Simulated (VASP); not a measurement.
The system is BN.

```xyz
4
Lattice="2.5064 0.0000 0.0000 -1.2532 2.1706 0.0000 0.0000 0.0000 6.6141" Properties=species:S:1:pos:R:3 pbc="T T T"
B     0.0000    1.4471    1.6535
B     1.2532    0.7235    4.9606
N     0.0000    1.4471    4.9606
N     1.2532    0.7235    1.6535
```

```yaml
Program: VASP 6.6.1
Task: relaxation of cell and atoms
Functional: PBE
Potentials_or_basis: VASP PAW PBE potentials, release 64 (B, N)
Cutoff: 600 eV
k_mesh: 12 × 12 × 4
Occupations: gaussian, width 0.02 eV
Spin: no spin polarisation
```

At the start: pressure 2.6 GPa; volume 9.00 Å³/atom.

Q: How do energy, volume and symmetry change on relaxing?

A: Over 11 steps the energy falls by 10.5 meV/atom and the volume is 10.43 Å³/atom (+16.0 %); space group P6_3/mmc (No. 194, to 0.1 Å) before and after.

Step by step:
```tsv
step	energy change (eV)	largest force (eV/Å)	pressure (GPa)	volume (Å³)
1	0.0000	0.0000	2.61	35.98
2	-0.0012	0.0000	-2.23	36.75
3	-0.0034	0.0000	-0.11	36.41
4	-0.0096	0.0000	-0.08	36.78
5	-0.0238	0.0000	0.06	37.90
6	-0.0390	0.0000	0.45	40.13
7	-0.0264	0.0000	0.93	44.55
8	-0.0414	0.0000	0.64	41.16
9	-0.0416	0.0000	0.70	41.54
10	-0.0220	0.0000	-5.33	43.26
11	-0.0419	0.0000	-0.01	41.73
```

Final structure:
```cif
data_structure
_symmetry_space_group_name_H-M 'P 1'
_symmetry_Int_Tables_number 1
_cell_length_a 2.5123
_cell_length_b 2.5123
_cell_length_c 7.6347
_cell_angle_alpha 90.000
_cell_angle_beta 90.000
_cell_angle_gamma 120.000
_cell_volume 41.73
loop_
_atom_site_label
_atom_site_type_symbol
_atom_site_fract_x
_atom_site_fract_y
_atom_site_fract_z
_atom_site_occupancy
B1 B 0.33333 0.66667 0.25000 1
B2 B 0.66667 0.33333 0.75000 1
N1 N 0.33333 0.66667 0.75000 1
N2 N 0.66667 0.33333 0.25000 1
```

Caveat: the volume moved by over 15 % at a fixed basis, so the end points are rough; this functional lacks dispersion, which binds the layers, so the pressure and a relaxed spacing across them are unreliable.
